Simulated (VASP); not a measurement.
NaCl, 10 atoms in the cell. The cell holds a slab with vacuum, 10 atoms: a = 3.961 Å, b = 3.961 Å, c = 33.284 Å, α = 90.00°, β = 90.00°, γ = 90.00°. 

- Program: VASP 6.6.1
- Task: single point
- Functional: PBEsol
- Potentials or basis: VASP PAW PBE potentials, release 64 (Na_pv, Cl)
- Cutoff: 520 eV
- k mesh: 6 × 6 × 1
- Occupations: gaussian, width 0.05 eV
- Spin: no spin polarisation
- Dipole correction: yes
- Further INCAR settings: ALGO = Normal; EDIFF = 1e-06; NBANDS = 46

Potentials or basis: VASP PAW PBE potentials, release 64 (Na_pv, Cl).

Command:

```console
$ cat potpaw_PBE.64/Na_pv/POTCAR potpaw_PBE.64/Cl/POTCAR > POTCAR
$ mpirun -np 1 vasp_std > vasp.out
```

Hardware: 1 thread of Oxide Virtual Turin-like Processor (shared host).

Q: Estimate the wall time of this run.

A: Run time: 9.5 min on 1 thread of Oxide Virtual Turin-like Processor (shared host), peak memory 0.52 GiB. Counts: scf iterations 28, k points 10.
